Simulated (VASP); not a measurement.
# Si (C2) in VASP: further runs

The runs below take Si through single point, with PBE.

Everything below comes from runs of VASP 6.6.1. Logs are shortened: lines on timing, memory, paths and dates and some standing lists are left out, and cuts for length are marked.

### 1 The cell of the first run

It takes space group C2 (No. 5, monoclinic). The conventional cell has a = 13.448 Å, b = 3.732 Å, c = 6.810 Å, α = 90.00°, β = 97.60°, γ = 90.00°. Si (site symmetry 1) has 4 Si at 2.38 to 2.48 Å within 3.1 Å. Within 3.1 Å of Si (site symmetry 1) lie 4 Si at 2.36 to 2.46 Å. Si (site symmetry 1) has 4 Si at 2.30 to 2.60 Å within 3.0 Å. Si (site symmetry 1) has 4 Si at 2.33 to 2.60 Å within 3.1 Å.

### 2 Single point, PBE (mode 4 frozen in at -0.698 Å, strain +e along z and -e/2 along x and y +0.0700)

File INCAR:

```
SYSTEM = Si
ALGO = Normal ; EDIFF = 1E-7
ENCUT = 520 ; GGA = PE
ISIF = 2 ; ISMEAR = 0
LASPH = .TRUE. ; LCHARG = .TRUE.
LELF = .TRUE. ; LREAL = .FALSE.
LVHAR = .TRUE. ; LWAVE = .FALSE.
NBANDS = 26 ; NELM = 100
PREC = Accurate ; SIGMA = 0.03
```

File KPOINTS:

```
k-points
0
G
  10 10 6
  0 0 0
```

File POSCAR:

```
Si
1.0
    6.7232070573     -1.8657693678     -0.0914173985
    6.7232070573      1.8657693678     -0.0914173985
   -0.8088176746      0.0000000000      6.7619220352
Si
8
Direct
   -0.0089030857      0.1202274187      0.8741221558
    0.8797725813      1.0089030857      0.1258778442
    0.4876998543      0.6307607171      0.6536328742
    0.3692392829      0.5123001457      0.3463671258
    0.3934008639      0.0323862543      0.0570686657
    0.9676137457      0.6065991361      0.9429313343
    0.6826141483      0.7714373909      0.5855965457
    0.2285626091      0.3173858517      0.4144034543
```

Potentials or basis: VASP PAW PBE potentials, release 64 (Si).

Command:

```bash
> cat potpaw_PBE.64/Si/POTCAR > POTCAR
> mpirun -np 1 vasp_std > vasp.out
```

OUTCAR:

```text
SYSTEM = Si
   EDIFF = 1E-7
   ENCUT = 520
   GGA = PE
   ISIF = 2
   ISMEAR = 0
   LASPH = .TRUE.
   LREAL = .FALSE.
   NELM = 100
   PREC = Accurate

 ion  position               nearest neighbor table
   1  0.991  0.120  0.874-   3 2.38   3 2.42   2 2.42   5 2.48
   2  0.880  0.009  0.126-   4 2.38   4 2.42   1 2.42   6 2.48
   3  0.488  0.631  0.654-   7 2.36   1 2.38   1 2.42   4 2.46
   4  0.369  0.512  0.346-   8 2.36   2 2.38   2 2.42   3 2.46
   5  0.393  0.032  0.057-   6 2.30   6 2.30   1 2.48   8 2.60
   6  0.968  0.607  0.943-   5 2.30   5 2.30   2 2.48   7 2.60
   7  0.683  0.771  0.586-   8 2.33   8 2.33   3 2.36   6 2.60
   8  0.229  0.317  0.414-   7 2.33   7 2.33   4 2.36   5 2.60

  LATTYP: Found a base centered monoclinic cell.
 ALAT       =    13.4476570861
 B/A-ratio  =     0.2774861607
 C/A-ratio  =     0.5064170646
 COS(beta)  =    -0.1322557949

  Lattice vectors:

 A1 = (   6.7232070573,  -1.8657693678,  -0.0914173985)
 A2 = (   6.7232070573,   1.8657693678,  -0.0914173985)
 A3 = (  -0.8088176746,   0.0000000000,   6.7619220352)

Analysis of symmetry for initial positions (statically):
=====================================================================
 Subroutine PRICEL returns:
 Original cell was already a primitive cell.

 Routine SETGRP: Setting up the symmetry group for a
 base centered monoclinic supercell.

 Subroutine GETGRP returns: Found  2 space group operations
 (whereof  2 operations were pure point group operations)
 out of a pool of  4 trial point group operations.

The static configuration has the point symmetry C_2 .

Analysis of symmetry for dynamics (positions and initial velocities):
=====================================================================
 Subroutine PRICEL returns:
 Original cell was already a primitive cell.

 Routine SETGRP: Setting up the symmetry group for a
 base centered monoclinic supercell.

 Subroutine GETGRP returns: Found  2 space group operations
 (whereof  2 operations were pure point group operations)
 out of a pool of  4 trial point group operations.

The dynamic configuration has the point symmetry C_2 .

 Subroutine INISYM returns: Found  2 space group operations
 (whereof  2 operations are pure point group operations),
 and found     1 'primitive' translations

[... 104 lines left out ...]
   ENCUT  =  520.0 eV  38.22 Ry    6.18 a.u.  12.97 12.97 12.66*2*pi/ulx,y,z
   NELM   =    100;   NELMIN=  2; NELMDL= -5     # of ELM steps
   EDIFF  = 0.1E-06   stopping-criterion for ELM
   LREAL  =      F    real-space projection
   EDIFFG = 0.1E-05   stopping-criterion for IOM
   NSW    =      0    number of steps for IOM
   IBRION =     -1    ionic relax: 0-MD 1-quasi-New 2-CG
   NFREE  =      0    steps in history (QN), initial steepest desc. (CG)
   ISIF   =      2    stress and relaxation
   ISYM   =      2    0-nonsym 1-usesym 2-fastsym
   POTIM  = 0.5000    time-step for ionic-motion
   TEBEG  =    0.0;   TEEND  =   0.0 temperature during run
   PSTRESS=    0.0 pullay stress
   NELECT =      32.0000    total number of electrons
   NUPDOWN=      -1.0000    fix difference up-down
   EMIN   =  10.00;   EMAX   =-10.00  energy-range for DOS
   EFERMI =   0.00;   METHOD = LEGACY
   ISMEAR =     0;   SIGMA  =   0.03  broadening in eV -4-tet -1-fermi 0-gaus
   EFERMI_NEDOS =   21; number of points for ismear=-14 and -15
   IALGO  =     38    algorithm
   IMIX   =      4    mixing-type and parameters
     AMIX     =   0.40;   BMIX     =  1.00
     AMIX_MAG =   1.60;   BMIX_MAG =  1.00
  volume/ion in A,a.u.               =      21.17       142.87
  Fermi-wavevector in a.u.,A,eV,Ry     =   0.939396  1.775202 12.006676  0.882466
  Thomas-Fermi vector in A             =   2.066704
   LORBIT       =      0    0 simple, 1 ext, 2 COOP (PROOUT), +10 PAW based schemes
   GGA     = PE    functional components
   LHFCALC =     F    Hartree Fock is set to
   AEXX    =    0.0000 exact exchange contribution
   IVDW    =     0    specifies the selected vdW correction
   LEPSILON=     F    determine dielectric tensor
   LRPA    =     F    only Hartree local field effects (RPA)
 non-spin polarized calculation
 Gauss-broadening in eV      SIGMA  =   0.03
  energy-cutoff  :      520.00
  volume of cell :      169.37
 maximum number of plane-waves:      4586
 NGX is ok and might be reduce to    54
   NGX = 25   NGY = 25   NGZ = 25

 number of electron      31.9999999 magnetization

 Free energy of the ion-electron system (eV)
  ---------------------------------------------------
  ext. energy  EPLUGINS =         0.00000000
  ---------------------------------------------------
  free energy    TOTEN  =       -41.45220803 eV

  energy without entropy =      -41.45196353  energy(sigma->0) =      -41.45208578

 E-fermi :   5.7907     XC(G=0):  -9.1914

 val. band max:        5.7660856367   @ k =   0.5000   0.0000   0.5000
 cond. band min:       5.8045635080   @ k =  -0.4000   0.1000   0.5000
 fundamental gap:      0.0384778713
 Fermi energy:         5.7906653965

 k-point     1 :       0.0000    0.0000    0.0000
  band No.  band energies     occupation
      1      -6.5867      2.00000
      2      -4.2628      2.00000
      3      -4.2057      2.00000
      4      -4.0542      2.00000
      5      -1.4360      2.00000
      6      -1.2835      2.00000
[... 685 lines left out ...]
     25       9.2177      0.00000
     26       9.3692      0.00000

 [... further k-points ...]
[... 5 lines left out ...]
  --------------------------------------------------------------------------------------
  -------------------------------------------------------------------------------------
  Total        1.0141641      2.3206544    -10.3402340      0.0000000      0.0000000     -0.8503155
  in kB        9.5938104     21.9529742    -97.8167594      0.0000000      0.0000000     -8.0438319
  external PRESSURE =     -22.0899916 kB  Pullay stress =       0.0000000 kB

 VOLUME and BASIS-vectors are now :
 -----------------------------------------------------------------------------
  energy-cutoff  :      520.00
  volume of cell :      169.37
      direct lattice vectors                 reciprocal lattice vectors
     6.723207057 -1.865769368 -0.091417398     0.074490423 -0.267985963  0.008910066
     6.723207057  1.865769368 -0.091417398     0.074490423  0.267985963  0.008910066
    -0.808817675  0.000000000  6.761922035     0.002014138  0.000000000  0.148127864

 POSITION                                       TOTAL-FORCE (eV/Angst)
 -----------------------------------------------------------------------------------
      6.76466     -1.62484      5.80915         0.281797     -0.436180      0.253541
      5.87294     -1.62484      0.76994        -0.281797     -0.436180     -0.253541
      6.99097      0.26692      4.31757        -0.481180     -0.244848      0.045428
      5.64662      0.26692      2.26152         0.481180     -0.244848     -0.045428
      2.81650     -0.67357      0.34697        -0.876339      1.191093      0.797572
      9.82110     -0.67357      6.23212         0.876339      1.191093     -0.797572
      9.30225      0.16572      3.82683         0.237789     -0.510065      0.947859
      3.33535      0.16572      2.75225        -0.237789     -0.510065     -0.947859
 -----------------------------------------------------------------------------------
    total drift:                               -0.000000     -0.000050      0.000000

  FREE ENERGIE OF THE ION-ELECTRON SYSTEM (eV)
  ---------------------------------------------------
  free  energy   TOTEN  =       -41.4522080338 eV

  energy  without entropy=      -41.4519635292  energy(sigma->0) =      -41.45208578
```

stdout:

```text
POSCAR found type information on POSCAR Si
 POSCAR found :  1 types and       8 ions
 scaLAPACK will be used
 LDA part: xc-table for (Slater+PW92), standard interpolation
 POSCAR, INCAR and KPOINTS ok, starting setup
 FFT: planning ... GRIDC
 FFT: planning ... GRID_SOFT
 FFT: planning ... GRID
 WAVECAR not read
 entering main loop
```

Run time: 11 min. Hardware: 1 thread of Intel Xeon 6975P-C (Granite Rapids), shared host; peak memory 0.71 GiB.

Results:

| Item | Value |
| --- | --- |
| Free energy | -41.4522 eV |
| Pressure | -2.2 GPa |
| Largest force | 1.680 eV/Å |
| Band gap on the k mesh | zero (band 16 reaches 5.90 eV, above the bottom of band 17 at 5.77 eV) |

Forces in eV/Å, atoms in the order of the input:
```
Si   0.282 -0.436  0.254
Si  -0.282 -0.436 -0.254
Si  -0.481 -0.245  0.045
Si   0.481 -0.245 -0.045
Si  -0.876  1.191  0.798
Si   0.876  1.191 -0.798
Si   0.238 -0.510  0.948
Si  -0.238 -0.510 -0.948
```

Caveat: the cell differs from its parent crystal (mode 4 frozen in at -0.698 Å, strain +e along z and -e/2 along x and y +0.0700); forces of over 1 eV/Å act on the atoms, so gaps and moduli don't describe the material at rest.

### 3 Single point, PBE (mode 4 frozen in at -0.698 Å, strain +e along z and -e/2 along x and y -0.0700)

File INCAR:

```
  PREC = Accurate
  ENCUT = 520
  EDIFF = 1E-7
  ISMEAR = 0
  SIGMA = 0.03
  LREAL = F
  LASPH = T
  NELM = 60
  ALGO = Normal
  ISIF = 2
  LWAVE = F
  LCHARG = F
  GGA = PE
  NBANDS = 26
```

File KPOINTS:

```
Automatic mesh
0
Gamma
  10 10 6
```

POSCAR, as its differences from that of step 2:

```diff
@@ -2,5 +2,5 @@
 1.0
-    6.7232070573     -1.8657693678     -0.0914173985
-    6.7232070573      1.8657693678     -0.0914173985
-   -0.8088176746      0.0000000000      6.7619220352
+    7.1894207869     -2.0011101510      0.0815299555
+    7.1894207869      2.0011101510      0.0815299555
+   -0.7029910630      0.0000000000      5.8771845726
 Si
```

Potentials or basis: VASP PAW PBE potentials, release 64 (Si).

Command:

```bash
> cat potpaw_PBE.64/Si/POTCAR > POTCAR
> mpirun -np 1 vasp_std > vasp.out
```

Wall time 10 min (1 thread of Intel Xeon 6975P-C (Granite Rapids), shared host); peak memory 0.71 GiB.

It converged, with:

```yaml
Free_energy: -41.3912 eV
Pressure: -2.5 GPa
Largest_force: 1.274 eV/Å
Band_gap_on_the_k_mesh: zero (band 16 reaches 6.01 eV, above the bottom of band 17 at 5.80 eV)
```

Forces on the atoms (eV/Å):
```
Si   1.033 -0.525  0.207
Si  -1.033 -0.525 -0.207
Si   0.585 -0.392 -0.124
Si  -0.585 -0.392  0.124
Si  -0.567  1.138  0.074
Si   0.567  1.138 -0.074
Si  -0.401 -0.220  0.116
Si   0.401 -0.220 -0.116
```

Stress tensor (GPa, compression positive):
```
-5.86  0.00 -1.71
 0.00 -6.18  0.00
-1.71  0.00  4.45
```

Levels at points of the mesh, in eV from the Fermi level:
| k point | band 12 | band 13 | band 14 | band 15 | band 16 | band 17 | band 18 | band 19 | band 20 | band 21 |
| --- | --- | --- | --- | --- | --- | --- | --- | --- | --- | --- |
| (0.00, 0.00, 0.00) | -2.52 | -1.42 | -1.05 | -0.64 | 0.02 | 0.31 | 0.42 | 0.87 | 1.15 | 1.42 |
| (0.50, 0.00, 0.00) | -3.61 | -3.14 | -3.01 | -2.42 | -1.94 | 0.43 | 0.75 | 1.21 | 1.80 | 2.48 |
| (0.50, 0.50, 0.00) | -2.45 | -2.22 | -1.88 | -1.57 | 0.09 | 0.54 | 0.63 | 0.91 | 1.17 | 1.23 |
| (0.00, 0.00, 0.50) | -2.62 | -2.26 | -2.12 | -1.29 | -0.94 | -0.09 | 0.24 | 0.84 | 1.20 | 1.47 |
| (0.50, 0.00, 0.50) | -3.40 | -2.23 | -1.58 | -1.50 | -1.47 | 0.32 | 0.84 | 1.23 | 1.32 | 1.97 |
| (0.50, 0.50, 0.50) | -2.53 | -2.46 | -1.95 | -1.80 | -1.58 | 0.25 | 0.40 | 0.56 | 0.81 | 2.11 |

Caveat: the cell differs from its parent crystal (mode 4 frozen in at -0.698 Å, strain +e along z and -e/2 along x and y -0.0700); forces of over 1 eV/Å act on the atoms, so gaps and moduli don't describe the material at rest.
